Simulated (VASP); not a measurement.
Input of a VASP 6.6.1 run:

Contents of INCAR:

```
ALGO = Normal
EDIFF = 1E-7
EDIFFG = -0.005
ENCUT = 600
GGA = PE
IBRION = 2
ISIF = 4
ISMEAR = -1
LASPH = True
LCHARG = False
LREAL = False
LWAVE = False
NELM = 60
NSW = 50
PREC = Accurate
SIGMA = 0.1
```

The input KPOINTS:

```
k-points
0
Gamma
  14 14 8
```

Contents of POSCAR:

```
Ge
1.0
    2.8650055863      0.0000000000      0.0000000000
   -1.4325027932      2.4811676197      0.0000000000
    0.0000000000      0.0000000000      4.9038030699
Ge
2
Direct
    0.3333333333      0.6666666667      0.2500000000
    0.6666666667      0.3333333333      0.7500000000
```

Potentials or basis: VASP PAW PBE potentials, release 64 (Ge_d).

Launch:

```console
$ cat potpaw_PBE.64/Ge_d/POTCAR > POTCAR
$ mpirun -np 1 vasp_std > vasp.out
```

(1) Predict the band gap on the k mesh.

Results:

(1) zero (bands 14 and 15 overlap by 10.81 eV).
